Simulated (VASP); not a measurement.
Set up this calculation in VASP 6.6.1, as the native input.

```yaml
Task: single point
Functional: PBE
Potentials_or_basis: VASP PAW PBE potentials, release 64 (Pd)
Cutoff: 520 eV
k_mesh: 18 × 18 × 10
Occupations: gaussian, width 0.1 eV
Spin: collinear spin
Starting_moments: "[0.41, 0.41] μB"
Dipole_correction: no
Further_INCAR_settings: ALGO = Normal; EDIFF = 1e-06; NBANDS = 21
```

The structure of Pd lies in POSCAR:

```
Pd
1.0
    2.7200004079      0.0000000000      0.0000000000
   -1.3600002040      2.3555894515      0.0000000000
    0.0000000000      0.0000000000      4.5265361447
Pd
2
Direct
    0.6666666667      0.3333333333      0.7500000000
    0.3333333333      0.6666666667      0.2500000000
```

This isn't the form of Pd at room conditions, which is fcc.

The input as run:

INCAR

```
SYSTEM = Pd
PREC = Accurate
ENCUT = 520
EDIFF = 1E-6
ISMEAR = 0
SIGMA = 0.1
LREAL = .FALSE.
LASPH = .TRUE.
NELM = 150
ALGO = Normal
ISIF = 2
LWAVE = .FALSE.
LCHARG = .FALSE.
ISPIN = 2
MAGMOM = 0.41 0.41
LORBIT = 11
LMAXMIX = 4
GGA = PE
NBANDS = 21
```

KPOINTS

```
Automatic mesh
0
G
  18 18 10
  0 0 0
```

Potentials or basis: VASP PAW PBE potentials, release 64 (Pd).

The run is started by

```bash
$ cat potpaw_PBE.64/Pd/POTCAR > POTCAR
$ mpirun -np 1 vasp_std > vasp.out
```

It gave:

```json
{
 "Pressure": "11.6 GPa",
 "Net moment": "0.63 μB per cell",
 "Site moments": "Pd +0.31 μB",
 "Valence electrons inside the program's atomic spheres": "Pd 9.48"
}
```

Caveat: the cell stands under pressure.

Wall time 4.5 min on 1 thread of Intel(R) Xeon(R) Platinum 8375C CPU @ 2.90GHz (Ice Lake), with other jobs on the host, peak memory 0.29 GiB.
